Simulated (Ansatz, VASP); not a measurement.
**Two plane-wave programs on Se**

Contents of INCAR:

```
SYSTEM = Se
PREC = Accurate
ENCUT = 520
EDIFF = 1E-6
ISMEAR = 0
SIGMA = 0.05
LREAL = .False.
LASPH = .True.
NELM = 80
ALGO = Normal
ISIF = 2
LWAVE = .False.
LCHARG = .False.
GGA = PE
IVDW = 12
NBANDS = 16
```

The input KPOINTS:

```
Automatic mesh
0
Gamma
  12 12 8
  0 0 0
```

The input POSCAR:

```
Se
1.0
    4.1593406383      0.0000000000      0.0000000000
   -2.0796703192      3.6020946558      0.0000000000
    0.0000000000      0.0000000000      5.0361296449
Se
3
Direct
    0.2473450691      0.0000000000      0.3333333333
    0.0000000000      0.2473450691      0.6666666667
    0.7526549309      0.7526549309      0.0000000000
```

Input for Ansatz:

```yaml
crystal:
  lattice:
    - [4.1593406383, 0.0, 0.0]
    - [-2.0796703192, 3.6020946558, 0.0]
    - [0.0, 0.0, 5.0361296449]
  atoms:
    - { symbol: Se, position: [0.2473450684, 0.0, 0.3333333333] }
    - { symbol: Se, position: [0.0, 0.2473450684, 0.6666666667] }
    - { symbol: Se, position: [0.7526549316, 0.7526549316, 0.0] }
basis:
  ecutwfc: 420
kpoints:
  mp_grid: { grid: [12, 12, 8] }
hamiltonian:
  xc: pbe
  dispersion: d3bj
scf:
  occupations: { method: gaussian, width: 0.05 }
output:
  forces: true
  stress: true
  eigenvalues: true
```

Alike in both runs: task single point; functional PBE; dispersion D3(BJ); k mesh 12 × 12 × 8; occupations gaussian, width 0.05 eV; no spin polarisation.

```csv
,VASP,Ansatz
version,VASP 6.6.1,Ansatz 0.2.0
potentials or method,"VASP PAW PBE potentials, release 64 (Se), cutoff 520 eV","scalar-relativistic, plane waves, PAW"
valence electrons in the cell,18,48
```

```csv
,VASP,Ansatz,Ansatz less VASP
gap on the k mesh at the Fermi level (eV),0.71,0.71,+0.009
least direct gap on the mesh (eV),0.81,0.82,+0.009
pressure (GPa),-0.8,-0.9,-0.09
"traceless stress, the component that is largest in VASP (GPa)",0.66,0.63,-0.032
rms of the force components (eV/Å),0.086,0.097,+0.0113
```

Atom by atom the forces differ by 0.011 eV/Å (rms over components). VASP's potentials hold 18 valence electrons a cell and Ansatz's 48, so a difference there can come from the potentials and not from the codes.
